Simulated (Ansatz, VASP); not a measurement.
# PbS: VASP beside Ansatz

```
CELL_PARAMETERS angstrom
3.65366 0.00000 0.00000
0.00000 3.65366 0.00000
0.00000 0.00000 3.65366
ATOMIC_POSITIONS crystal
Pb 0.00000 0.00000 0.00000
S 0.50000 0.50000 0.50000
```

Alike in both runs: task single point; functional PBE; k mesh 2 × 2 × 2; no spin polarisation.

|  | VASP | Ansatz |
| --- | --- | --- |
| version | VASP 6.6.1 | Ansatz 0.2.0 |
| potentials or method | VASP PAW PBE potentials, release 64 (Pb_d, S), cutoff 500 eV | scalar-relativistic, plane waves, PAW |
| occupations | gaussian, width 0.136057 eV | gaussian |
| valence electrons in the cell | 20 | 20 |

```tsv
	VASP	Ansatz	Ansatz less VASP
gap on the k mesh at the Fermi level (eV)	none	none	-
pressure (GPa)	-3.5	-3.5	+0.01
```

A gap of «none» marks a metal or a gap that the smearing closes.

The k mesh is coarse, so the values compare programs but aren't converged. Neither program's run includes spin-orbit coupling.
